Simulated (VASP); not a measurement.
Crystal: Re.

```
CELL_PARAMETERS angstrom
0.00000 2.67500 2.67500
2.67500 0.00000 2.67500
2.67500 2.67500 0.00000
ATOMIC_POSITIONS crystal
Re 0.00000 0.00000 0.00000
Re 0.25000 0.25000 0.25000
```

| Item | Value |
| --- | --- |
| Program | VASP 6.6.1 |
| Task | relaxation of cell and atoms |
| Functional | r2SCAN |
| Potentials or basis | VASP PAW PBE potentials, release 64 (Re) |
| Cutoff | 600 eV |
| k mesh | 6 × 6 × 6 |
| Occupations | fermi-dirac, width 0.05 eV |
| Spin | no spin polarisation |

At the start: pressure 32.8 GPa; volume 19.14 Å³/atom.

Problem. How do energy, volume and symmetry change on relaxing?

Solution. Over 5 steps the energy falls by 255.6 meV/atom and the volume is 21.92 Å³/atom (+14.5 %); space group Fd-3m (No. 227, to 0.05 Å).

Step by step:
```csv
step,energy change (eV),largest force (eV/Å),pressure (GPa),volume (Å³)
1,0.0000,0.0000,32.79,38.28
2,2.3651,0.0000,-31.86,64.35
3,-0.5019,0.0000,-3.45,44.70
4,-0.5110,0.0000,-0.48,43.97
5,-0.5112,0.0000,0.04,43.85
```

Final structure:
```
Re
1.0
     0.00000    2.79880    2.79880
     2.79880    0.00000    2.79880
     2.79880    2.79880    0.00000
Re
2
Direct
  0.00000 0.00000 0.00000
  0.25000 0.25000 0.25000
```

Caveat: the PAW data sets were made with another functional, which shifts forces and pressure a little.
